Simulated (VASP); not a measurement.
## Yb3InC: single point with PBE

Crystal: Yb3InC.

```
Yb In C
1.0
     5.06325    0.00000    0.00000
     0.00000    5.06325    0.00000
     0.00000    0.00000    5.06325
Yb In C
3 1 1
Direct
  0.50000 0.00000 0.50000
  0.00000 0.50000 0.50000
  0.50000 0.50000 0.00000
  0.00000 0.00000 0.00000
  0.50000 0.50000 0.50000
```

```
Program             : VASP 6.6.1
Task                : single point
Functional          : PBE
Potentials or basis : VASP PAW PBE potentials, release 64 (Yb, In_d, C)
Cutoff              : 600 eV
k mesh              : 6 × 6 × 6
Occupations         : fermi-dirac, width 0.1 eV
Spin                : no spin polarisation
```

* Pressure: -3.6 GPa
* Band gap on the k mesh: zero (an odd number of electrons rules out a gap without spin polarisation)

Levels at points of the mesh, in eV from the Fermi level:
```
           k point  band 43  band 44  band 45  band 46  band 47  band 48
(0.00, 0.00, 0.00)     0.03     0.11     0.11     1.16     1.16     1.16
(0.50, 0.00, 0.00)    -0.07    -0.07     0.14     0.14     1.53     1.65
(0.50, 0.50, 0.00)    -0.38    -0.22    -0.22     0.07     1.73     2.60
(0.50, 0.50, 0.50)    -0.41    -0.25    -0.25    -0.25     1.96     1.96
```

Run time: 8.6 min on 1 thread of Intel(R) Xeon(R) 6975P-C (Granite Rapids), with other jobs on the host, peak memory 0.35 GiB.

Caveat: the cell stands under tension; spin-orbit coupling is left out, which moves the levels of the heavy elements. Spin polarisation is off, so any magnetic state and its effect on volume and gap are missing.
